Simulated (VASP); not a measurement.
# AlNi (Pm-3m) in VASP: further runs, part 2 of 2

VASP 6.6.1. The steps go on from the part before.

**4. Single point, PBEsol, collinear spin, ferromagnetic start**

Input file INCAR:

```
ALGO = Normal ; EDIFF = 1E-6
ENCUT = 520 ; GGA = PS
ISIF = 2 ; ISMEAR = -1
ISPIN = 2 ; LASPH = T
LCHARG = F ; LMAXMIX = 4
LORBIT = 11 ; LREAL = F
LWAVE = F ; MAGMOM = 0 1.5
NBANDS = 18 ; NELM = 150
PREC = Accurate ; SIGMA = 0.15
```

Input file KPOINTS:

```
k-points
0
Gamma
  5 5 5
```

Input file POSCAR:

```
AlNi
1.0
    2.8810000000      0.0000000000      0.0000000000
    0.0000000000      2.8810000000      0.0000000000
    0.0000000000      0.0000000000      2.8810000000
Al Ni
1 1
Direct
    0.0000000000      0.0000000000      0.0000000000
    0.5000000000      0.5000000000      0.5000000000
```

Potentials or basis: VASP PAW PBE potentials, release 64 (Al, Ni).

On the command line:

```bash
cat potpaw_PBE.64/Al/POTCAR potpaw_PBE.64/Ni/POTCAR > POTCAR
mpirun -np 1 vasp_std > vasp.out
```

OUTCAR:

```text
EDIFF = 1E-6
   ENCUT = 520
   GGA = PS
   ISIF = 2
   ISMEAR = -1
   ISPIN = 2
   LASPH = T
   LORBIT = 11
   LREAL = F
   NELM = 150
   PREC = Accurate

 ion  position               nearest neighbor table
   1  0.000  0.000  0.000-   2 2.50   2 2.50   2 2.50   2 2.50   2 2.50   2 2.50   2 2.50   2 2.50

   2  0.500  0.500  0.500-   1 2.50   1 2.50   1 2.50   1 2.50   1 2.50   1 2.50   1 2.50   1 2.50

  LATTYP: Found a simple cubic cell.
 ALAT       =     2.8810000000

  Lattice vectors:

 A1 = (   2.8810000000,   0.0000000000,   0.0000000000)
 A2 = (   0.0000000000,   2.8810000000,   0.0000000000)
 A3 = (   0.0000000000,   0.0000000000,   2.8810000000)

Analysis of symmetry for initial positions (statically):
=====================================================================
 Subroutine PRICEL returns:
 Original cell was already a primitive cell.

 Routine SETGRP: Setting up the symmetry group for a
 simple cubic supercell.

 Subroutine GETGRP returns: Found 48 space group operations
 (whereof 48 operations were pure point group operations)
 out of a pool of 48 trial point group operations.

The static configuration has the point symmetry O_h .

Analysis of symmetry for dynamics (positions and initial velocities):
=====================================================================
 Subroutine PRICEL returns:
 Original cell was already a primitive cell.

 Routine SETGRP: Setting up the symmetry group for a
 simple cubic supercell.

 Subroutine GETGRP returns: Found 48 space group operations
 (whereof 48 operations were pure point group operations)
 out of a pool of 48 trial point group operations.

The dynamic configuration has the point symmetry O_h .

Analysis of structural, dynamic, and magnetic symmetry:
=====================================================================
 Subroutine PRICEL returns:
 Original cell was already a primitive cell.

 Routine SETGRP: Setting up the symmetry group for a
 simple cubic supercell.

 Subroutine GETGRP returns: Found 48 space group operations
 (whereof 48 operations were pure point group operations)
 out of a pool of 48 trial point group operations.

The overall configuration has the point symmetry O_h .

 Subroutine INISYM returns: Found 48 space group operations
 (whereof 48 operations are pure point group operations),
 and found     1 'primitive' translations

----------------------------------------------------------------------------------------

                                     Primitive cell

  volume of cell :      23.9128

  direct lattice vectors                    reciprocal lattice vectors
     2.881000000  0.000000000  0.000000000     0.347101701  0.000000000  0.000000000
     0.000000000  2.881000000  0.000000000     0.000000000  0.347101701  0.000000000
     0.000000000  0.000000000  2.881000000     0.000000000  0.000000000  0.347101701

  length of vectors
     2.881000000  2.881000000  2.881000000     0.347101701  0.347101701  0.347101701

  position of ions in fractional coordinates (direct lattice)
     0.000000000  0.000000000  0.000000000
     0.500000000  0.500000000  0.500000000

  ion indices of the primitive-cell ions
   primitive index   ion index
                 1           1
                 2           2

[... 54 lines left out ...]
   ENCUT  =  520.0 eV  38.22 Ry    6.18 a.u.   5.36  5.36  5.36*2*pi/ulx,y,z
   NELM   =    150;   NELMIN=  2; NELMDL= -5     # of ELM steps
   EDIFF  = 0.1E-05   stopping-criterion for ELM
   LREAL  =      F    real-space projection
   EDIFFG = 0.1E-04   stopping-criterion for IOM
   NSW    =      0    number of steps for IOM
   IBRION =     -1    ionic relax: 0-MD 1-quasi-New 2-CG
   NFREE  =      0    steps in history (QN), initial steepest desc. (CG)
   ISIF   =      2    stress and relaxation
   ISYM   =      2    0-nonsym 1-usesym 2-fastsym
   POTIM  = 0.5000    time-step for ionic-motion
   TEBEG  =    0.0;   TEEND  =   0.0 temperature during run
   PSTRESS=    0.0 pullay stress
   NELECT =      13.0000    total number of electrons
   NUPDOWN=      -1.0000    fix difference up-down
   EMIN   =  10.00;   EMAX   =-10.00  energy-range for DOS
   EFERMI =   0.00;   METHOD = LEGACY
   ISMEAR =    -1;   SIGMA  =   0.15  broadening in eV -4-tet -1-fermi 0-gaus
   EFERMI_NEDOS =   21; number of points for ismear=-14 and -15
   IALGO  =     38    algorithm
   IMIX   =      4    mixing-type and parameters
     AMIX     =   0.40;   BMIX     =  1.00
     AMIX_MAG =   1.60;   BMIX_MAG =  1.00
  volume/ion in A,a.u.               =      11.96        80.69
  Fermi-wavevector in a.u.,A,eV,Ry     =   1.336122  2.524904 24.289410  1.785221
  Thomas-Fermi vector in A             =   2.464773
   LORBIT       =     11    0 simple, 1 ext, 2 COOP (PROOUT), +10 PAW based schemes
   GGA     = PS    functional components
   LHFCALC =     F    Hartree Fock is set to
   AEXX    =    0.0000 exact exchange contribution
   IVDW    =     0    specifies the selected vdW correction
   LEPSILON=     F    determine dielectric tensor
   LRPA    =     F    only Hartree local field effects (RPA)
 spin polarized calculation
  energy-cutoff  :      520.00
  volume of cell :       23.91
 maximum number of plane-waves:       657
 NGX is ok and might be reduce to    24
   NGX = 11   NGY = 11   NGZ = 11

 number of electron      13.0000015 magnetization      -0.0099043

 number of electron      13.0000015 magnetization       0.0010927

 Free energy of the ion-electron system (eV)
  ---------------------------------------------------
  ext. energy  EPLUGINS =         0.00000000
  ---------------------------------------------------
  free energy    TOTEN  =       -11.60201672 eV

  energy without entropy =      -11.49954502  energy(sigma->0) =      -11.55078087

 E-fermi :   9.7758     XC(G=0): -12.1684

 val. band max:        9.7042439576   @ k =   0.4000   0.2000   0.2000
 cond. band min:       9.8599730502   @ k =   0.4000   0.4000   0.2000
 fundamental gap:      0.1557290926
 Fermi energy:         9.7758432363

 spin component 1

 k-point     1 :       0.0000    0.0000    0.0000
  band No.  band energies     occupation
      1      -1.2322      1.00000
      2       6.6176      1.00000
      3       6.6176      1.00000
      4       8.3028      0.99995
      5       8.3028      0.99995
      6       8.3028      0.99995
[... 186 lines left out ...]
      4       8.4630      0.99984
      5       8.4630      0.99984
      6       9.2445      0.97186
[... 10 lines left out ...]
     17      38.8289      0.00000
     18      39.0976      0.00000
 Fermi energy:         9.7758432363

 spin component 2

 k-point     1 :       0.0000    0.0000    0.0000
  band No.  band energies     occupation
      1      -1.2321      1.00000
      2       6.6186      1.00000
      3       6.6186      1.00000
      4       8.3035      0.99995
      5       8.3035      0.99995
      6       8.3035      0.99995
[... 187 lines left out ...]
      5       8.4642      0.99984
      6       9.2449      0.97180
[... 10 lines left out ...]
     17      38.8290      0.00000
     18      39.0978      0.00000

------------------------ aborting loop because EDIFF is reached ----------------------------------------

  FORCE on cell =-STRESS in cart. coord.  units (eV):
  Direction    XX          YY          ZZ          XY          YZ          ZX
  --------------------------------------------------------------------------------------
  -------------------------------------------------------------------------------------
  Total       -0.3656006     -0.3656006     -0.3656006      0.0000000      0.0000000     -0.0000000
  in kB      -24.4955817    -24.4955817    -24.4955817      0.0000000      0.0000000     -0.0000000
  external PRESSURE =     -24.4955817 kB  Pullay stress =       0.0000000 kB

 VOLUME and BASIS-vectors are now :
 -----------------------------------------------------------------------------
  energy-cutoff  :      520.00
  volume of cell :       23.91
      direct lattice vectors                 reciprocal lattice vectors
     2.881000000  0.000000000  0.000000000     0.347101701  0.000000000  0.000000000
     0.000000000  2.881000000  0.000000000     0.000000000  0.347101701  0.000000000
     0.000000000  0.000000000  2.881000000     0.000000000  0.000000000  0.347101701

 POSITION                                       TOTAL-FORCE (eV/Angst)
 -----------------------------------------------------------------------------------
      0.00000      0.00000      0.00000         0.000000      0.000000      0.000000
      1.44050      1.44050      1.44050         0.000000      0.000000      0.000000
 -----------------------------------------------------------------------------------
    total drift:                                0.000000      0.000000     -0.000000

  FREE ENERGIE OF THE ION-ELECTRON SYSTEM (eV)
  ---------------------------------------------------
  free  energy   TOTEN  =       -11.6020167159 eV

  energy  without entropy=      -11.4995450153  energy(sigma->0) =      -11.55078087

 total charge

# of ion       s       p       d       tot
------------------------------------------
    1        0.383   0.414   0.000   0.797
    2        0.483   0.524   8.464   9.471
--------------------------------------------------
tot          0.867   0.938   8.464  10.268

 magnetization (x)

# of ion       s       p       d       tot
------------------------------------------
    1        0.000   0.000   0.000   0.000
    2        0.000   0.000   0.001   0.001
--------------------------------------------------
tot          0.000   0.000   0.001   0.001
```

stdout:

```text
POSCAR found type information on POSCAR AlNi
 POSCAR found :  2 types and       2 ions
 scaLAPACK will be used
 -----------------------------------------------------------------------------
|                                                                             |
|                                                                             |
|     You enforced a specific xc type in the INCAR file but a different       |
|     I HOPE YOU KNOW WHAT YOU ARE DOING!                                     |
|                                                                             |
 -----------------------------------------------------------------------------

 LDA part: xc-table for (Slater+PW92), standard interpolation
 POSCAR, INCAR and KPOINTS ok, starting setup
 FFT: planning ... GRIDC
 FFT: planning ... GRID_SOFT
 FFT: planning ... GRID
 WAVECAR not read
 entering main loop
```

Wall time 8.6 s (1 thread of AMD EPYC 7R13 (Zen 3), shared host); peak memory 0.12 GiB.

Results:

| Property | Result |
| --- | --- |
| Free energy | -11.6020 eV |
| Pressure | -2.4 GPa |
| Net moment | 0.00 μB per cell |
| Valence electrons inside the program's atomic spheres | Al 0.80; Ni 9.47 |

Caveat: the k points lie up to 0.44 Å⁻¹ apart; the PAW data sets were made with another functional, which shifts forces and pressure a little.
